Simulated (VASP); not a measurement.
# BP (F-43m) in VASP: further runs

BP is run at these levels: PBE-based screened hybrid with 25 % exact exchange, PBEsol; tasks: single point.

Everything below comes from runs of VASP 6.6.1. Logs are shortened: lines on timing, memory, paths and dates and some standing lists are left out, and cuts for length are marked.

**1. The cell of the first run**

Symmetry: F-43m, No. 216, cubic system. Conventional cell: a = 4.508 Å, b = 4.508 Å, c = 4.508 Å, α = 90.00°, β = 90.00°, γ = 90.00°. Within 2.6 Å of P (site symmetry -43m) lie 4 B at 1.95 Å. B (site symmetry -43m) has 4 P at 1.95 Å within 2.6 Å.

**2. Single point, PBE-based screened hybrid with 25 % exact exchange**

POSCAR

```
BP
1.0
    0.0000000000      2.2537713532      2.2537713532
    2.2537713532      0.0000000000      2.2537713532
    2.2537713532      2.2537713532      0.0000000000
P B
1 1
Direct
    0.7500000000      0.7500000000      0.7500000000
    0.0000000000      0.0000000000      0.0000000000
```

INCAR.step1

```
SYSTEM = BP
PREC = Accurate
ENCUT = 520
EDIFF = 1E-5
ISMEAR = -1
SIGMA = 0.05
LREAL = .FALSE.
LASPH = .TRUE.
NELM = 80
ALGO = Normal
ISIF = 2
LWAVE = .TRUE.
NBANDS = 11
GGA = PE
```

INCAR.step2

```
SYSTEM = BP
PREC = Accurate
ENCUT = 520
EDIFF = 1E-7
ISMEAR = -1
SIGMA = 0.05
LREAL = .FALSE.
LASPH = .TRUE.
NELM = 80
ALGO = Normal
ISIF = 2
LWAVE = .FALSE.
LCHARG = .TRUE.
GGA = PE
LHFCALC = .TRUE.
AEXX = 0.25
HFSCREEN = 0.3
PRECFOCK = Normal
LELF = .TRUE.
LVHAR = .TRUE.
NBANDS = 11
ISTART = 1
```

KPOINTS

```
regular mesh
0
G
  5 5 5
  0 0 0
```

Potentials or basis: VASP PAW PBE potentials, release 64 (P, B).

Run with:

```sh
$ cat potpaw_PBE.64/P/POTCAR potpaw_PBE.64/B/POTCAR > POTCAR
$ cp INCAR.step1 INCAR
$ mpirun -np 1 vasp_std > vasp.out
$ cp INCAR.step2 INCAR
$ mpirun -np 1 vasp_std > vasp.out
```

OUTCAR:

```text
SYSTEM = BP
   PREC = Accurate
   ENCUT = 520
   EDIFF = 1E-7
   ISMEAR = -1
   LREAL = .FALSE.
   LASPH = .TRUE.
   NELM = 80
   ISIF = 2
   GGA = PE
   LHFCALC = .TRUE.
   AEXX = 0.25
   HFSCREEN = 0.3
   PRECFOCK = Normal
   ISTART = 1

 ion  position               nearest neighbor table
   1  0.750  0.750  0.750-   2 1.95   2 1.95   2 1.95   2 1.95
   2  0.000  0.000  0.000-   1 1.95   1 1.95   1 1.95   1 1.95

  LATTYP: Found a face centered cubic cell.
 ALAT       =     4.5075427064

  Lattice vectors:

 A1 = (   0.0000000000,   2.2537713532,   2.2537713532)
 A2 = (   2.2537713532,   0.0000000000,   2.2537713532)
 A3 = (   2.2537713532,   2.2537713532,   0.0000000000)

Analysis of symmetry for initial positions (statically):
=====================================================================
 Subroutine PRICEL returns:
 Original cell was already a primitive cell.

 Routine SETGRP: Setting up the symmetry group for a
 face centered cubic supercell.

 Subroutine GETGRP returns: Found 24 space group operations
 (whereof 24 operations were pure point group operations)
 out of a pool of 48 trial point group operations.

The static configuration has the point symmetry T_d .

Analysis of symmetry for dynamics (positions and initial velocities):
=====================================================================
 Subroutine PRICEL returns:
 Original cell was already a primitive cell.

 Routine SETGRP: Setting up the symmetry group for a
 face centered cubic supercell.

 Subroutine GETGRP returns: Found 24 space group operations
 (whereof 24 operations were pure point group operations)
 out of a pool of 48 trial point group operations.

The dynamic configuration has the point symmetry T_d .

 Subroutine INISYM returns: Found 24 space group operations
 (whereof 24 operations are pure point group operations),
 and found     1 'primitive' translations

----------------------------------------------------------------------------------------

                                     Primitive cell

  volume of cell :      22.8960

  direct lattice vectors                    reciprocal lattice vectors
     0.000000000  2.253771353  2.253771353    -0.221850366  0.221850366  0.221850366
     2.253771353  0.000000000  2.253771353     0.221850366 -0.221850366  0.221850366
     2.253771353  2.253771353  0.000000000     0.221850366  0.221850366 -0.221850366

  length of vectors
     3.187314014  3.187314014  3.187314014     0.384256106  0.384256106  0.384256106

  position of ions in fractional coordinates (direct lattice)
     0.750000000  0.750000000  0.750000000
     0.000000000  0.000000000  0.000000000

  ion indices of the primitive-cell ions
   primitive index   ion index
                 1           1
                 2           2

----------------------------------------------------------------------------------------

 KPOINTS: regular mesh

Automatic generation of k-mesh.
 Grid dimensions read from file:
 generate k-points for:    5    5    5

 Generating k-lattice:

  Cartesian coordinates                     Fractional coordinates (reciprocal lattice)
    -0.044370073  0.044370073  0.044370073     0.200000000  0.000000000  0.000000000
     0.044370073 -0.044370073  0.044370073     0.000000000  0.200000000  0.000000000
     0.044370073  0.044370073 -0.044370073     0.000000000  0.000000000  0.200000000

  Length of vectors
     0.076851221  0.076851221  0.076851221

  Shift w.r.t. Gamma in fractional coordinates (k-lattice)
     0.000000000  0.000000000  0.000000000

 Subroutine IBZKPT returns following result:
 ===========================================

 Found     10 irreducible k-points:

 Following reciprocal coordinates:
            Coordinates               Weight
  0.000000  0.000000  0.000000      1.000000
  0.200000  0.000000  0.000000      8.000000
  0.400000  0.000000  0.000000      8.000000
  0.200000  0.200000  0.000000      6.000000
  0.400000  0.200000  0.000000     24.000000
 -0.400000  0.200000  0.000000     24.000000
 -0.200000  0.200000  0.000000     12.000000
  0.400000  0.400000  0.000000      6.000000
 -0.400000  0.400000  0.000000     12.000000
 -0.400000  0.400000  0.200000     24.000000
   k-points           NKPTS =     10   k-points in BZ     NKDIM =    125   number of bands    NBANDS=     11
   number of dos      NEDOS =    301   number of ions     NIONS =      2
   total plane-waves  NPLWV =  13824
   dimension x,y,z NGX =    24 NGY =   24 NGZ =   24
   dimension x,y,z NGXF=    48 NGYF=   48 NGZF=   48
   ions per type =               1   1
   NGX,Y,Z   is equivalent  to a cutoff of  12.52, 12.52, 12.52 a.u.
   NGXF,Y,Z  is equivalent  to a cutoff of  25.04, 25.04, 25.04 a.u.
 SYSTEM =  BP
   PREC   = accura    normal or accurate (medium, high low for compatibility)
   ISTART =      1    job   : 0-new  1-cont  2-samecut
   ICHARG =      0    charge: 1-file 2-atom 10-const
   ISPIN  =      1    spin polarized calculation?
   LNONCOLLINEAR =      F non collinear calculations
   LSORBIT =      F    spin-orbit coupling
   LASPH  =      T    aspherical Exc in radial PAW
   ENCUT  =  520.0 eV  38.22 Ry    6.18 a.u.   5.93  5.93  5.93*2*pi/ulx,y,z
   NELM   =     80;   NELMIN=  2; NELMDL=  0     # of ELM steps
   EDIFF  = 0.1E-06   stopping-criterion for ELM
   LREAL  =      F    real-space projection
   EDIFFG = 0.1E-05   stopping-criterion for IOM
   NSW    =      0    number of steps for IOM
   IBRION =     -1    ionic relax: 0-MD 1-quasi-New 2-CG
   NFREE  =      0    steps in history (QN), initial steepest desc. (CG)
   ISIF   =      2    stress and relaxation
   ISYM   =      3    0-nonsym 1-usesym 2-fastsym
   POTIM  = 0.5000    time-step for ionic-motion
   TEBEG  =    0.0;   TEEND  =   0.0 temperature during run
   PSTRESS=    0.0 pullay stress
   NELECT =       8.0000    total number of electrons
   NUPDOWN=      -1.0000    fix difference up-down
   EMIN   =  10.00;   EMAX   =-10.00  energy-range for DOS
   EFERMI =   0.00;   METHOD = LEGACY
   ISMEAR =    -1;   SIGMA  =   0.05  broadening in eV -4-tet -1-fermi 0-gaus
   EFERMI_NEDOS =   21; number of points for ismear=-14 and -15
   IALGO  =     38    algorithm
   IMIX   =      1    mixing-type and parameters
     AMIX     =   0.40;   BMIX     =  1.00
     AMIX_MAG =   1.60;   BMIX_MAG =  1.00
  volume/ion in A,a.u.               =      11.45        77.25
  Fermi-wavevector in a.u.,A,eV,Ry     =   1.153059  2.178966 18.089568  1.329546
  Thomas-Fermi vector in A             =   2.289706
   LORBIT       =      0    0 simple, 1 ext, 2 COOP (PROOUT), +10 PAW based schemes
   GGA     = PE    functional components
   LHFCALC =     T    Hartree Fock is set to
   PRECFOCK=normal    Normal, Fast or Accurate (Low or Medium for compatibility)
   ENCUT4O =  -1.0   cutoff for four orbital integrals eV
   NKREDX  =     1    reduce k-point grid by
   NKREDY  =     1    reduce k-point grid by
   NKREDZ  =     1    reduce k-point grid by
   AEXX    =    0.2500 exact exchange contribution
   HFSCREEN=    0.3000 screening length (either q_TF or 0.3 A-1)
   HFSCREENC=   0.3000 screening length for correlation (either q_TF or 0.3 A-1)
   ENCUTFOCK=  -1.0 apply spherical cutoff to Coloumb kernel
   IVDW    =     0    specifies the selected vdW correction
   LEPSILON=     F    determine dielectric tensor
   LRPA    =     F    only Hartree local field effects (RPA)
 non-spin polarized calculation
  energy-cutoff  :      520.00
  volume of cell :       22.90
 maximum number of plane-waves:       629
  NGX = 18; NGY = 18; NGZ = 18

 number of electron       8.0000001 magnetization

 Free energy of the ion-electron system (eV)
  ---------------------------------------------------
  ext. energy  EPLUGINS =         0.00000000
  ---------------------------------------------------
  free energy    TOTEN  =       -14.43604657 eV

  energy without entropy =      -14.43604657  energy(sigma->0) =      -14.43604657

 E-fermi :   8.2123     XC(G=0):  -9.2162

 val. band max:        7.3476848129   @ k =   0.0000   0.0000   0.0000
 cond. band min:       9.1113482255   @ k =   0.4000   0.4000   0.0000
 fundamental gap:      1.7636634127
 Fermi energy:         8.2123199121

 k-point     1 :       0.0000    0.0000    0.0000
  band No.  band energies     occupation
      1      -9.8210      2.00000
      2       7.3477      2.00000
      3       7.3477      2.00000
      4       7.3477      2.00000
      5      11.5312      0.00000
      6      11.5312      0.00000
      7      11.5312      0.00000
      8      16.1423      0.00000
      9      19.8889      0.00000
     10      20.6286      0.00000
     11      20.6286      0.00000

 k-point     2 :       0.2000    0.0000    0.0000
  band No.  band energies     occupation
      1      -9.0248      2.00000
      2       3.3692      2.00000
      3       6.4269      2.00000
      4       6.4269      2.00000
      5      12.2387      0.00000
      6      12.7452      0.00000
      7      12.7452      0.00000
      8      17.8119      0.00000
      9      19.2267      0.00000
     10      19.2267      0.00000
     11      21.4439      0.00000

 k-point     3 :       0.4000    0.0000    0.0000
  band No.  band energies     occupation
      1      -6.8652      2.00000
      2      -1.5445      2.00000
      3       5.5323      2.00000
      4       5.5323      2.00000
      5      12.0610      0.00000
      6      12.9708      0.00000
      7      12.9708      0.00000
      8      18.6433      0.00000
      9      21.7588      0.00000
     10      21.7588      0.00000
     11      22.8486      0.00000
[... 71 lines left out ...]
 k-point     9 :      -0.4000    0.4000    0.0000
  band No.  band energies     occupation
      1      -4.2445      2.00000
      2      -1.9213      2.00000
      3       0.8905      2.00000
      4       3.2368      2.00000
      5       9.8203      0.00000
      6      12.8477      0.00000
      7      19.2352      0.00000
      8      19.9609      0.00000
      9      21.3119      0.00000
     10      22.4059      0.00000
     11      27.4220      0.00000

 k-point    10 :      -0.4000    0.4000    0.2000
  band No.  band energies     occupation
      1      -5.0393      2.00000
      2      -0.9807      2.00000
      3       1.1283      2.00000
      4       2.6274      2.00000
      5      12.7269      0.00000
      6      13.8542      0.00000
      7      15.2074      0.00000
      8      19.2938      0.00000
      9      20.1789      0.00000
     10      23.3696      0.00000
     11      27.0793      0.00000

------------------------ aborting loop because EDIFF is reached ----------------------------------------

  FORCE on cell =-STRESS in cart. coord.  units (eV):
  Direction    XX          YY          ZZ          XY          YZ          ZX
  --------------------------------------------------------------------------------------
  -------------------------------------------------------------------------------------
  Total        0.2859870      0.2859870      0.2859870     -0.0000000      0.0000000     -0.0000000
  in kB       20.0123154     20.0123154     20.0123154     -0.0000000      0.0000000     -0.0000000
  external PRESSURE =      20.0123154 kB  Pullay stress =       0.0000000 kB

 VOLUME and BASIS-vectors are now :
 -----------------------------------------------------------------------------
  energy-cutoff  :      520.00
  volume of cell :       22.90
      direct lattice vectors                 reciprocal lattice vectors
     0.000000000  2.253771353  2.253771353    -0.221850366  0.221850366  0.221850366
     2.253771353  0.000000000  2.253771353     0.221850366 -0.221850366  0.221850366
     2.253771353  2.253771353  0.000000000     0.221850366  0.221850366 -0.221850366

 POSITION                                       TOTAL-FORCE (eV/Angst)
 -----------------------------------------------------------------------------------
      3.38066      3.38066      3.38066        -0.000000     -0.000000     -0.000000
      0.00000      0.00000      0.00000         0.000000      0.000000      0.000000
 -----------------------------------------------------------------------------------
    total drift:                               -0.000000     -0.000000     -0.000000

  FREE ENERGIE OF THE ION-ELECTRON SYSTEM (eV)
  ---------------------------------------------------
  free  energy   TOTEN  =       -14.4360465716 eV

  energy  without entropy=      -14.4360465688  energy(sigma->0) =      -14.43604657
```

It took 2.3 min on 1 thread of Intel Xeon Platinum 8488C (Sapphire Rapids), shared host; peak memory 0.23 GiB.

What came out:

* Free energy: -14.4360 eV
* Pressure: 2.0 GPa
* Band gap on the k mesh: 1.76 eV (least direct gap 4.18 eV)

Levels at points of the mesh, in eV from the valence-band top:
```tsv
k point	band 1	band 2	band 3	band 4	band 5	band 6	band 7	band 8	band 9
(0.00, 0.00, 0.00)	-17.17	0.00	0.00	0.00	4.18	4.18	4.18	8.79	12.54
```

Caveat: the k points lie up to 0.48 Å⁻¹ apart; the PAW data sets were made with another functional, which shifts forces and pressure a little; an odd mesh through Γ misses points on the zone boundary, where band edges can lie.

**3. Single point, PBE-based screened hybrid with 25 % exact exchange**

This run uses another cell than the first one, of 11.92 Å³/atom.

POSCAR

```
BP
1.0
    0.0000000000      2.2840269280      2.2840269280
    2.2840269280      0.0000000000      2.2840269280
    2.2840269280      2.2840269280      0.0000000000
P B
1 1
Direct
    0.7500000000      0.7500000000      0.7500000000
    0.0000000000      0.0000000000      0.0000000000
```

INCAR.step1

```
SYSTEM = BP
  PREC = Accurate
  ENCUT = 520
  EDIFF = 1E-5
  ISMEAR = -1
  SIGMA = 0.05
  LREAL = .FALSE.
  LASPH = .TRUE.
  NELM = 80
  ALGO = Normal
  ISIF = 2
  LWAVE = .TRUE.
  NBANDS = 11
  GGA = PE
```

INCAR.step2

```
SYSTEM = BP
  PREC = Accurate
  ENCUT = 520
  EDIFF = 1E-6
  ISMEAR = -1
  SIGMA = 0.05
  LREAL = .FALSE.
  LASPH = .TRUE.
  NELM = 80
  ALGO = Normal
  ISIF = 2
  LWAVE = .FALSE.
  LCHARG = .TRUE.
  GGA = PE
  LHFCALC = .TRUE.
  AEXX = 0.25
  HFSCREEN = 0.3
  PRECFOCK = Normal
  LELF = .TRUE.
  LVHAR = .TRUE.
  NBANDS = 11
  ISTART = 1
```

KPOINTS is that of step 2.

Potentials or basis: VASP PAW PBE potentials, release 64 (P, B).

Run with:

```sh
$ cat potpaw_PBE.64/P/POTCAR potpaw_PBE.64/B/POTCAR > POTCAR
$ cp INCAR.step1 INCAR
$ mpirun -np 1 vasp_std > vasp.out
$ cp INCAR.step2 INCAR
$ mpirun -np 1 vasp_std > vasp.out
```

It took 2.3 min on 1 thread of Intel Xeon Platinum 8488C (Sapphire Rapids), shared host; peak memory 0.24 GiB.

The run converged. Its results:

```yaml
Free_energy: -14.4280 eV
Pressure: -4.7 GPa
Band_gap_on_the_k_mesh: 1.82 eV (least direct gap 4.12 eV)
```

Levels at points of the mesh, in eV from the valence-band top:
| k point | band 2 | band 3 | band 4 | band 5 | band 6 | band 7 |
| --- | --- | --- | --- | --- | --- | --- |
| (0.00, 0.00, 0.00) | 0.00 | 0.00 | 0.00 | 4.12 | 4.12 | 4.12 |

Caveat: the k points lie up to 0.48 Å⁻¹ apart; the PAW data sets were made with another functional, which shifts forces and pressure a little; an odd mesh through Γ misses points on the zone boundary, where band edges can lie.

**4. Single point, PBEsol**

This run uses another cell than the first one, of 10.46 Å³/atom.

INCAR

```
PREC     = Accurate       # precision mode
ENCUT    = 520            # plane-wave cutoff, eV
EDIFF    = 1E-6           # SCF threshold, eV
ISMEAR   = -1             # smearing method
SIGMA    = 0.05           # smearing width, eV
LREAL    = F              # projectors in reciprocal space
LASPH    = T              # aspherical terms in the spheres
NELM     = 60             # most SCF steps
ALGO     = Normal         # electronic algorithm
ISIF     = 2              # what is computed and relaxed
LWAVE    = F              # write WAVECAR
LCHARG   = T              # write CHGCAR
GGA      = PS             # functional
LELF     = T              # ELF
LVHAR    = T            
NBANDS   = 11             # bands
```

KPOINTS

```
regular mesh
0
Gamma
  10 10 10
```

POSCAR

```
BP
1.0
    0.0000000000      2.1870264278      2.1870264278
    2.1870264278      0.0000000000      2.1870264278
    2.1870264278      2.1870264278      0.0000000000
P B
1 1
Direct
    0.7500000000      0.7500000000      0.7500000000
    0.0000000000      0.0000000000      0.0000000000
```

Run with:

```sh
$ cat potpaw_PBE.64/P/POTCAR potpaw_PBE.64/B/POTCAR > POTCAR
$ mpirun -np 1 vasp_std > vasp.out
```

Run time: 8.9 s. Hardware: 1 thread of Intel Xeon 8259CL, shared host; peak memory 0.14 GiB.

Results (log left out):

```yaml
Free_energy: -13.5455 eV
Pressure: 20.2 GPa
Band_gap_on_the_k_mesh: 0.98 eV (least direct gap 3.55 eV)
```

Levels at points of the mesh, in eV from the valence-band top:
| k point | band 1 | band 2 | band 3 | band 4 | band 5 | band 6 | band 7 | band 8 |
| --- | --- | --- | --- | --- | --- | --- | --- | --- |
| (0.00, 0.00, 0.00) | -16.52 | 0.00 | 0.00 | 0.00 | 3.55 | 3.55 | 3.55 | 9.06 |
| (0.50, 0.00, 0.00) | -12.72 | -9.92 | -1.89 | -1.89 | 4.42 | 4.72 | 4.72 | 10.30 |
| (0.50, 0.50, 0.00) | -11.04 | -9.18 | -4.55 | -4.55 | 1.00 | 1.42 | 13.15 | 13.15 |

Caveat: the cell stands under pressure; the PAW data sets were made with another functional, which shifts forces and pressure a little.

(Part 1 of 2 ends here.)
